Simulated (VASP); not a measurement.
Wanted: the native input for a VASP 6.6.1 run.

```yaml
Task: single point
Functional: r2SCAN
Potentials_or_basis: VASP PAW PBE potentials, release 64 (Al, Cu)
Cutoff: 520 eV
k_mesh: 16 × 16 × 6
Occupations: gaussian, width 0.1 eV
Spin: no spin polarisation
Dipole_correction: no
Further_INCAR_settings: ALGO = Normal; EDIFF = 1e-07; NBANDS = 18
```

Crystal: Al3Cu.

```xyz
4
Lattice="2.7167 0.0000 0.0000 0.0000 2.7167 0.0000 0.0000 0.0000 7.4174" Properties=species:S:1:pos:R:3 pbc="T T T"
Al    0.0000    0.0000    3.7087
Al    1.3584    1.3584    1.6687
Al    1.3584    1.3584    5.7487
Cu    0.0000    0.0000    0.0000
```

These files were run (other wordings do the same):

POSCAR

```
Al3Cu
1.0
    2.7167099497      0.0000000000      0.0000000000
    0.0000000000      2.7167099497      0.0000000000
    0.0000000000      0.0000000000      7.4174359922
Al Cu
3 1
Direct
    0.0000000000      0.0000000000      0.5000000000
    0.5000000000      0.5000000000      0.2249703312
    0.5000000000      0.5000000000      0.7750296688
    0.0000000000      0.0000000000      0.0000000000
```

INCAR.step1

```
SYSTEM = Al3Cu
ALGO = Normal
EDIFF = 1E-4
ENCUT = 520
GGA = PE
ISMEAR = 0
LASPH = .True.
LCHARG = .False.
LREAL = .False.
LWAVE = .True.
NBANDS = 18
NELM = 60
PREC = Accurate
SIGMA = 0.1
```

INCAR.step2

```
SYSTEM = Al3Cu
ALGO = Normal
EDIFF = 1E-7
ENCUT = 520
ISIF = 2
ISMEAR = 0
ISTART = 1
LASPH = .True.
LCHARG = .False.
LMIXTAU = .True.
LREAL = .False.
LWAVE = .False.
METAGGA = R2SCAN
NBANDS = 18
NELM = 60
PREC = Accurate
SIGMA = 0.1
```

KPOINTS

```
k-points
0
Gamma
  16 16 6
  0 0 0
```

Potentials or basis: VASP PAW PBE potentials, release 64 (Al, Cu).

Run with:

```bash
$ cat potpaw_PBE.64/Al/POTCAR potpaw_PBE.64/Cu/POTCAR > POTCAR
$ cp INCAR.step1 INCAR
$ mpirun -np 1 vasp_std > vasp.out
$ cp INCAR.step2 INCAR
$ mpirun -np 1 vasp_std > vasp.out
```

It gave:

The pressure is 7.7 GPa and the largest force is 0.021 eV/Å. The band gap on the k mesh is zero (bands 10 and 11 overlap by 6.58 eV).

Caveat: the cell stands under pressure; the PAW data sets were made with another functional, which shifts forces and pressure a little.

Wall time 4.1 min on 1 thread of Intel(R) Xeon(R) 6975P-C (Granite Rapids), with other jobs on the host, peak memory 0.29 GiB.
